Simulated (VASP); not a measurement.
# BaZrO3: relaxation of cell and atoms with LDA

Crystal: BaZrO3.

```
CELL_PARAMETERS angstrom
4.19134 0.00000 0.00000
0.00000 4.19134 0.00000
0.00000 0.00000 4.19134
ATOMIC_POSITIONS crystal
Ba 0.00000 0.00000 0.00000
Zr 0.50000 0.50000 0.50000
O 0.00000 0.50000 0.50000
O 0.50000 0.00000 0.50000
O 0.50000 0.50000 0.00000
```

| Item | Value |
| --- | --- |
| Program | VASP 6.6.1 |
| Task | relaxation of cell and atoms |
| Functional | LDA |
| Potentials or basis | VASP PAW LDA potentials, release 64 (Ba_sv, Zr_sv, O) |
| Cutoff | 600 eV |
| k mesh | 4 × 4 × 4 |
| Occupations | gaussian, width 0.01 eV |
| Spin | no spin polarisation |
| Dipole correction | no |
| Further INCAR settings | ALGO = Normal; EDIFF = 1e-07; IBRION = 2; EDIFFG = -0.05; NSW = 80; ISIF = 3 |

The relaxed volume is 14.38 Å³/atom and the relaxed cell is a = 4.158 Å, b = 4.158 Å, c = 4.158 Å, α = 90.00°, β = 90.00°, γ = 90.00°. The space group after relaxing (to 0.05 Å) is Pm-3m (No. 221), the energy gained by relaxing is 4.4 meV/atom and the ionic steps are 3. The pressure after relaxing is 0.0 GPa and the band gap on the k mesh is 3.11 eV, indirect (least direct gap 3.30 eV).

Step by step:
| step | energy change (eV) | largest force (eV/Å) | pressure (GPa) | volume (Å³) |
| --- | --- | --- | --- | --- |
| 1 | 0.0000 | 0.0000 | -3.97 | 73.63 |
| 2 | 0.0123 | 0.0000 | 5.45 | 69.81 |
| 3 | -0.0221 | 0.0000 | -0.03 | 71.90 |

Final structure:
```
Ba Zr O
1.0
     4.15819    0.00000    0.00000
     0.00000    4.15819    0.00000
     0.00000    0.00000    4.15819
Ba Zr O
1 1 3
Direct
  0.00000 0.00000 0.00000
  0.50000 0.50000 0.50000
  0.00000 0.50000 0.50000
  0.50000 0.00000 0.50000
  0.50000 0.50000 0.00000
```

Levels at points of the mesh, in eV from the valence-band top:
| k point | band 18 | band 19 | band 20 | band 21 | band 22 | band 23 |
| --- | --- | --- | --- | --- | --- | --- |
| (0.00, 0.00, 0.00) | -0.19 | -0.19 | -0.19 | 3.11 | 3.11 | 3.11 |
| (0.50, 0.00, 0.00) | -1.80 | -0.41 | -0.41 | 3.59 | 5.81 | 5.81 |
| (0.50, 0.50, 0.00) | -0.93 | -0.72 | -0.08 | 5.77 | 5.77 | 6.52 |
| (0.50, 0.50, 0.50) | 0.00 | 0.00 | 0.00 | 6.00 | 6.00 | 6.00 |

It took 51 s on 1 thread of Intel(R) Xeon(R) Platinum 8488C (Sapphire Rapids), on a shared host, peak memory 0.19 GiB.

Caveat: spin-orbit coupling is left out, which moves the levels of the heavy elements. LDA usually gives volumes a few per cent too small.
